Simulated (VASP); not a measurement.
Input of a VASP 6.6.1 run:

File INCAR:

```
SYSTEM = Al
PREC = Accurate ; ENCUT = 520
EDIFF = 1E-7 ; ISMEAR = 0
SIGMA = 0.15 ; LREAL = .FALSE.
LASPH = .TRUE. ; NELM = 80
ALGO = Fast ; ISIF = 2
LWAVE = .FALSE. ; LCHARG = .TRUE.
GGA = PE ; LELF = .TRUE.
LVHAR = .TRUE. ; NBANDS = 8
```

The input KPOINTS:

```
regular mesh
0
G
  22 22 22
  0 0 0
```

POSCAR

```
Al
1.0
   -1.5788912891      1.5788912891      1.8334085649
    1.5788912891     -1.5788912891      1.8334085649
    1.5788912891      1.5788912891     -1.8334085649
Al
1
Direct
    0.0000000000      0.0000000000      0.0000000000
```

Potentials or basis: VASP PAW PBE potentials, release 64 (Al).

Run with:

```console
$ cat potpaw_PBE.64/Al/POTCAR > POTCAR
$ mpirun -np 1 vasp_std > vasp.out
```

(1) Predict the pressure.

## Answers

(1) -5.0 GPa.
